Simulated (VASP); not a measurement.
# LiBe16 (a cell with a defect) in VASP: notebook

The runs below take LiBe16 (a cell with a defect) through single point, with PBE.

Program: VASP 6.6.1. These are calculated values, not measurements. Logs are shortened: lines on timing, memory, paths and dates and some standing lists are left out, and cuts for length are marked.

### Step 1. The cell of the first run

The cell holds a defect, 17 atoms: a = 4.580 Å, b = 3.966 Å, c = 7.177 Å, α = 90.00°, β = 90.00°, γ = 90.00°.

### Step 2. Single point, PBE

INCAR reads:

```
SYSTEM = LiBe16
  PREC = Accurate
  ENCUT = 520
  EDIFF = 1E-7
  ISMEAR = -1
  SIGMA = 0.15
  LREAL = Auto
  LASPH = .True.
  NELM = 60
  ALGO = Normal
  ISIF = 2
  LWAVE = .False.
  LCHARG = .False.
  GGA = PE
  NBANDS = 32
```

KPOINTS reads:

```
Automatic mesh
0
Gamma
  3 3 2
  0 0 0
```

POSCAR reads:

```
LiBe16
1.0
   -2.2900000000     -3.9663960000      0.0000000000
    3.4350000000     -1.9831980000      0.0000000000
    0.0000000000      0.0000000000      7.1768600000
Be Li
16 1
Direct
    0.6920386649      0.2222940261     -0.0192548691
    0.5104053288      0.3921769032      0.2419901359
    0.7640483099      0.5391675211      0.4991466190
    0.5195482154      0.3904620695      0.7342282402
    0.4726717151     -0.1486026288      0.0379418450
    0.2366816026      0.8443625031      0.2781727721
    0.5050500422      0.0356393384      0.5072407000
    0.2559794268      0.8553304252      0.7671560452
    0.2894770222      0.4470297950     -0.0152979255
    0.0152222501      0.3515983674      0.2653053075
    0.2621317107      0.5249599543      0.5068270247
    0.0054371823      0.3539498446      0.7521551012
    0.0732726717      0.0468610770      0.0242865691
    0.7572213311      0.9066191694      0.2650443376
    0.0101778398      0.0333157433      0.5130500816
    0.7552653170      0.8922151422      0.7513136645
   -0.1261777307      0.6339503488      0.0116083509
```

Potentials or basis: VASP PAW PBE potentials, release 64 (Be, Li_sv).

The run is started by

```bash
> cat potpaw_PBE.64/Be/POTCAR potpaw_PBE.64/Li_sv/POTCAR > POTCAR
> mpirun -np 1 vasp_std > vasp.out
```

OUTCAR:

```text
SYSTEM = LiBe16
   PREC = Accurate
   ENCUT = 520
   EDIFF = 1E-7
   ISMEAR = -1
   LREAL = Auto
   LASPH = .True.
   NELM = 60
   ISIF = 2
   GGA = PE

 ion  position               nearest neighbor table
   1  0.692  0.222  0.981-   5 1.83  17 1.85  13 1.91   9 2.05   4 2.05  16 2.12   2 2.16  12 2.24
                            17 2.49
   2  0.510  0.392  0.242-   9 2.12   1 2.16   6 2.20  14 2.24   3 2.26  11 2.28  10 2.28  10 2.32
                            14 2.34   5 2.34   7 2.37
   3  0.764  0.539  0.499-   4 2.11  10 2.17  14 2.22  12 2.25   2 2.26  15 2.26  11 2.28  16 2.29
                             7 2.30  11 2.30  15 2.30   7 2.32
   4  0.520  0.390  0.734-   1 2.05  11 2.08   9 2.10   3 2.11   7 2.15   8 2.22  12 2.23  16 2.26
                            16 2.27  12 2.36
   5  0.473  0.851  0.038-   1 1.83   9 1.85  13 1.99   6 2.04  17 2.04  14 2.10   8 2.18   2 2.34

   6  0.237  0.844  0.278-   5 2.04  11 2.08  15 2.12  13 2.13   7 2.19   2 2.20  10 2.20  14 2.21
                            10 2.26
   7  0.505  0.036  0.507-  14 2.15   4 2.15  16 2.17   6 2.19  11 2.24  15 2.27   3 2.30   8 2.30
                            11 2.31  15 2.31   3 2.32   2 2.37
   8  0.256  0.855  0.767-  13 2.16   5 2.18   4 2.22   9 2.25  15 2.26  11 2.28  12 2.29  16 2.29
                            12 2.30   7 2.30  16 2.30
   9  0.289  0.447  0.985-   5 1.85  13 1.89   1 2.05  17 2.05   4 2.10   2 2.12  12 2.15   8 2.25

  10  0.015  0.352  0.265-  14 2.12  13 2.13   3 2.17  15 2.18  11 2.18   6 2.20  17 2.23   6 2.26
                             2 2.28   2 2.32
  11  0.262  0.525  0.507-   6 2.08   4 2.08  10 2.18  12 2.22   7 2.24  15 2.27   2 2.28   8 2.28
                             3 2.28   3 2.30   7 2.31  15 2.32
  12  0.005  0.354  0.752-  15 2.14   9 2.15  16 2.16  11 2.22   4 2.23   1 2.24   3 2.25  17 2.25
                             8 2.29   8 2.30  13 2.32   4 2.36
  13  0.073  0.047  0.024-  17 1.88   9 1.89   1 1.91   5 1.99  10 2.13   6 2.13   8 2.16  14 2.32
                            12 2.32
  14  0.757  0.907  0.265-   5 2.10  10 2.12   7 2.15  15 2.18  17 2.18   6 2.21   3 2.22   2 2.24
                            13 2.32   2 2.34
  15  0.010  0.033  0.513-   6 2.12  12 2.14  16 2.14  10 2.18  14 2.18   8 2.26   3 2.26  11 2.27
                             7 2.27   3 2.30   7 2.31  11 2.32
  16  0.755  0.892  0.751-   1 2.12  15 2.14  12 2.16   7 2.17  17 2.20   4 2.26   4 2.27   3 2.29
                             8 2.29   8 2.30
  17  0.874  0.634  0.012-   1 1.85  13 1.88   5 2.04   9 2.05  14 2.18  16 2.20  10 2.23  12 2.25
                             1 2.49

  LATTYP: Found a simple orthorhombic cell.
 ALAT       =     3.9663962620
 B/A-ratio  =     1.1547004875
 C/A-ratio  =     1.8094157835

  Lattice vectors:

 A1 = (  -3.4350000000,   1.9831980000,   0.0000000000)
 A2 = (  -2.2900000000,  -3.9663960000,   0.0000000000)
 A3 = (   0.0000000000,   0.0000000000,   7.1768600000)

Analysis of symmetry for initial positions (statically):
=====================================================================
 Subroutine PRICEL returns:
 Original cell was already a primitive cell.

 Routine SETGRP: Setting up the symmetry group for a
 simple orthorhombic supercell.

 Subroutine GETGRP returns: Found  1 space group operations
 (whereof  1 operations were pure point group operations)
 out of a pool of  8 trial point group operations.

The static configuration has the point symmetry C_1 .

Analysis of symmetry for dynamics (positions and initial velocities):
=====================================================================
 Subroutine PRICEL returns:
 Original cell was already a primitive cell.

 Routine SETGRP: Setting up the symmetry group for a
 simple orthorhombic supercell.

 Subroutine GETGRP returns: Found  1 space group operations
 (whereof  1 operations were pure point group operations)
 out of a pool of  8 trial point group operations.

The dynamic configuration has the point symmetry C_1 .

 Subroutine INISYM returns: Found  1 space group operations
 (whereof  1 operations are pure point group operations),
 and found     1 'primitive' translations

----------------------------------------------------------------------------------------

                                     Primitive cell

  volume of cell :     130.3755

  direct lattice vectors                    reciprocal lattice vectors
    -2.290000000 -3.966396000  0.000000000    -0.109170306 -0.189088533  0.000000000
     3.435000000 -1.983198000  0.000000000     0.218340611 -0.126059022  0.000000000
     0.000000000  0.000000000  7.176860000     0.000000000  0.000000000  0.139336702

  length of vectors
     4.579999697  3.966396262  7.176860000     0.218340626  0.252118027  0.139336702

  position of ions in fractional coordinates (direct lattice)
     0.692038665  0.222294026  0.980745131
     0.510405329  0.392176903  0.241990136
     0.764048310  0.539167521  0.499146619
     0.519548215  0.390462070  0.734228240
     0.472671715  0.851397371  0.037941845
     0.236681603  0.844362503  0.278172772
[... 9 lines left out ...]
     0.755265317  0.892215142  0.751313665
     0.873822269  0.633950349  0.011608351

  ion indices of the primitive-cell ions
   primitive index   ion index
                 1           1
                 2           2
                 3           3
                 4           4
                 5           5
                 6           6
[... 9 lines left out ...]
                16          16
                17          17

----------------------------------------------------------------------------------------

 KPOINTS: Automatic mesh

Automatic generation of k-mesh.
 Grid dimensions read from file:
 generate k-points for:    3    3    2

 Generating k-lattice:

  Cartesian coordinates                     Fractional coordinates (reciprocal lattice)
    -0.036390102 -0.063029511  0.000000000     0.333333333  0.000000000  0.000000000
     0.072780204 -0.042019674  0.000000000    -0.000000000  0.333333333  0.000000000
     0.000000000  0.000000000  0.069668351     0.000000000  0.000000000  0.500000000

  Length of vectors
     0.072780209  0.084039342  0.069668351

  Shift w.r.t. Gamma in fractional coordinates (k-lattice)
     0.000000000  0.000000000  0.000000000

 Subroutine IBZKPT returns following result:
 ===========================================

 Found     10 irreducible k-points:

 Following reciprocal coordinates:
            Coordinates               Weight
  0.000000  0.000000  0.000000      1.000000
  0.333333  0.000000  0.000000      2.000000
  0.000000  0.333333  0.000000      2.000000
  0.333333  0.333333  0.000000      2.000000
 -0.333333  0.333333  0.000000      2.000000
  0.000000  0.000000  0.500000      1.000000
  0.333333  0.000000  0.500000      2.000000
  0.000000  0.333333  0.500000      2.000000
  0.333333  0.333333  0.500000      2.000000
 -0.333333  0.333333  0.500000      2.000000
   k-points           NKPTS =     10   k-points in BZ     NKDIM =     10   number of bands    NBANDS=     32
   number of dos      NEDOS =    301   number of ions     NIONS =     17
   total plane-waves  NPLWV =  58320
   dimension x,y,z NGX =    36 NGY =   30 NGZ =   54
   dimension x,y,z NGXF=    72 NGYF=   60 NGZF=  108
   ions per type =              16   1
   NGX,Y,Z   is equivalent  to a cutoff of  13.07, 12.57, 12.51 a.u.
   NGXF,Y,Z  is equivalent  to a cutoff of  26.13, 25.15, 25.02 a.u.
 SYSTEM =  LiBe16
   PREC   = accura    normal or accurate (medium, high low for compatibility)
   ISTART =      0    job   : 0-new  1-cont  2-samecut
   ICHARG =      2    charge: 1-file 2-atom 10-const
   ISPIN  =      1    spin polarized calculation?
   LNONCOLLINEAR =      F non collinear calculations
   LSORBIT =      F    spin-orbit coupling
   LASPH  =      T    aspherical Exc in radial PAW
   ENCUT  =  520.0 eV  38.22 Ry    6.18 a.u.   8.52  7.37 13.34*2*pi/ulx,y,z
   NELM   =     60;   NELMIN=  2; NELMDL= -5     # of ELM steps
   EDIFF  = 0.1E-06   stopping-criterion for ELM
   LREAL  =      T    real-space projection
   EDIFFG = 0.1E-05   stopping-criterion for IOM
   NSW    =      0    number of steps for IOM
   IBRION =     -1    ionic relax: 0-MD 1-quasi-New 2-CG
   NFREE  =      0    steps in history (QN), initial steepest desc. (CG)
   ISIF   =      2    stress and relaxation
   ISYM   =      2    0-nonsym 1-usesym 2-fastsym
   POTIM  = 0.5000    time-step for ionic-motion
   TEBEG  =    0.0;   TEEND  =   0.0 temperature during run
   PSTRESS=    0.0 pullay stress
   NELECT =      35.0000    total number of electrons
   NUPDOWN=      -1.0000    fix difference up-down
   EMIN   =  10.00;   EMAX   =-10.00  energy-range for DOS
   EFERMI =   0.00;   METHOD = LEGACY
   ISMEAR =    -1;   SIGMA  =   0.15  broadening in eV -4-tet -1-fermi 0-gaus
   EFERMI_NEDOS =   21; number of points for ismear=-14 and -15
   IALGO  =     38    algorithm
   IMIX   =      4    mixing-type and parameters
     AMIX     =   0.40;   BMIX     =  1.00
     AMIX_MAG =   1.60;   BMIX_MAG =  1.00
  volume/ion in A,a.u.               =       7.67        51.75
  Fermi-wavevector in a.u.,A,eV,Ry     =   1.056085  1.995711 15.174786  1.115315
  Thomas-Fermi vector in A             =   2.191307
   LORBIT       =      0    0 simple, 1 ext, 2 COOP (PROOUT), +10 PAW based schemes
   GGA     = PE    functional components
   LHFCALC =     F    Hartree Fock is set to
   AEXX    =    0.0000 exact exchange contribution
   IVDW    =     0    specifies the selected vdW correction
   LEPSILON=     F    determine dielectric tensor
   LRPA    =     F    only Hartree local field effects (RPA)
 non-spin polarized calculation
  energy-cutoff  :      520.00
  volume of cell :      130.38
 maximum number of plane-waves:      3531
 NGX is ok and might be reduce to    36
   NGX = 17   NGY = 15   NGZ = 27

 number of electron      34.9999999 magnetization

 Free energy of the ion-electron system (eV)
  ---------------------------------------------------
  ext. energy  EPLUGINS =         0.00000000
  ---------------------------------------------------
  free energy    TOTEN  =       -57.59673549 eV

  energy without entropy =      -57.41694843  energy(sigma->0) =      -57.50684196

 E-fermi :   7.0006     XC(G=0): -10.6549

 val. band max:        7.0002693858   @ k =   0.0000   0.0000   0.0000
 cond. band min:       7.0114691782   @ k =  -0.3333   0.3333   0.0000
 fundamental gap:      0.0111997924
 Fermi energy:         7.0006396365

 k-point     1 :       0.0000    0.0000    0.0000
  band No.  band energies     occupation
      1     -38.9596      2.00000
      2      -4.0576      2.00000
      3      -2.1039      2.00000
      4      -1.8891      2.00000
      5       1.0384      2.00000
      6       1.0978      2.00000
[... 21 lines left out ...]
     28      11.0827      0.00000
     29      11.1984      0.00000

 k-point     2 :       0.3333    0.0000    0.0000
  band No.  band energies     occupation
      1     -38.9596      2.00000
      2      -3.5049      2.00000
      3      -1.8562      2.00000
      4      -1.5045      2.00000
      5      -1.2228      2.00000
      6       0.2650      2.00000
[... 21 lines left out ...]
     28      12.2753      0.00000
     29      12.5873      0.00000

 k-point     3 :       0.0000    0.3333    0.0000
  band No.  band energies     occupation
      1     -38.9594      2.00000
      2      -3.3137      2.00000
      3      -1.3223      2.00000
      4      -1.2951      2.00000
      5      -0.8368      2.00000
      6       1.0309      2.00000
[... 189 lines left out ...]
      4      -0.6213      2.00000
      5      -0.5341      2.00000
      6       0.0827      2.00000
[... 21 lines left out ...]
     28      12.3992      0.00000
     29      12.5501      0.00000

 k-point    10 :      -0.3333    0.3333    0.5000
  band No.  band energies     occupation
      1     -38.9594      2.00000
      2      -2.2704      2.00000
      3      -2.2237      2.00000
      4      -0.5896      2.00000
      5      -0.5152      2.00000
      6       0.0963      2.00000
[... 21 lines left out ...]
     28      12.3405      0.00000
     29      12.7487      0.00000
 [bands above 29 left out]

------------------------ aborting loop because EDIFF is reached ----------------------------------------

  FORCE on cell =-STRESS in cart. coord.  units (eV):
  Direction    XX          YY          ZZ          XY          YZ          ZX
  --------------------------------------------------------------------------------------
  -------------------------------------------------------------------------------------
  Total       10.1767855     14.3384409      4.7914363     -2.4521039      0.9720483     -0.1468209
  in kB      125.0619452    176.2042945     58.8816914    -30.1337677     11.9454474     -1.8042741
  external PRESSURE =     120.0493104 kB  Pullay stress =       0.0000000 kB

 VOLUME and BASIS-vectors are now :
 -----------------------------------------------------------------------------
  energy-cutoff  :      520.00
  volume of cell :      130.38
      direct lattice vectors                 reciprocal lattice vectors
    -2.290000000 -3.966396000  0.000000000    -0.109170306 -0.189088533  0.000000000
     3.435000000 -1.983198000  0.000000000     0.218340611 -0.126059022  0.000000000
     0.000000000  0.000000000  7.176860000     0.000000000  0.000000000  0.139336702

 POSITION                                       TOTAL-FORCE (eV/Angst)
 -----------------------------------------------------------------------------------
     -0.82119     -3.18575      7.03867         0.023981      0.049312     -0.005706
      0.17830     -2.80223      1.73673         0.037232      0.006119      0.023055
      0.10237     -4.09979      3.58231         0.004779     -0.018732      0.015503
      0.15147     -2.83510      5.26945         0.014477     -0.008006      0.020028
      1.84213     -3.56329      0.27230        -0.038254     -0.013079     -0.026276
      2.35838     -2.61331      1.99641         0.012731     -0.019797      0.017257
[... 9 lines left out ...]
      1.33520     -4.76512      5.39207        -0.003107     -0.008648     -0.014725
      0.17657     -4.72317      0.08331        -0.031891      0.029699     -0.013009
 -----------------------------------------------------------------------------------
    total drift:                                0.002140      0.003361      0.007036

  FREE ENERGIE OF THE ION-ELECTRON SYSTEM (eV)
  ---------------------------------------------------
  free  energy   TOTEN  =       -57.5967354878 eV

  energy  without entropy=      -57.4169484277  energy(sigma->0) =      -57.50684196
```

It took 50 s on 1 thread of Intel Xeon Platinum 8488C (Sapphire Rapids), shared host; peak memory 0.23 GiB.

Results:

* Free energy: -57.5967 eV
* Largest force: 0.063 eV/Å

Forces in eV/Å, atoms in the order of the input:
```
Be   0.024  0.049 -0.006
Be   0.037  0.006  0.023
Be   0.005 -0.019  0.016
Be   0.014 -0.008  0.020
Be  -0.038 -0.013 -0.026
Be   0.013 -0.020  0.017
Be  -0.022 -0.009 -0.013
Be   0.038 -0.007 -0.010
Be  -0.016  0.019  0.003
Be  -0.028 -0.002  0.029
Be   0.013  0.013 -0.008
Be  -0.029  0.031 -0.028
Be   0.023 -0.052 -0.026
Be   0.011 -0.027  0.040
Be  -0.009  0.017 -0.003
Be  -0.003 -0.009 -0.015
Li  -0.032  0.030 -0.013
```

Caveat: the k points lie up to 0.53 Å⁻¹ apart; the cutoff is under 1.25 times the usual one of these potentials, so pressure, stress and relaxed cells hold a basis-set (Pulay) error.

(Part 1 of 3 ends here.)
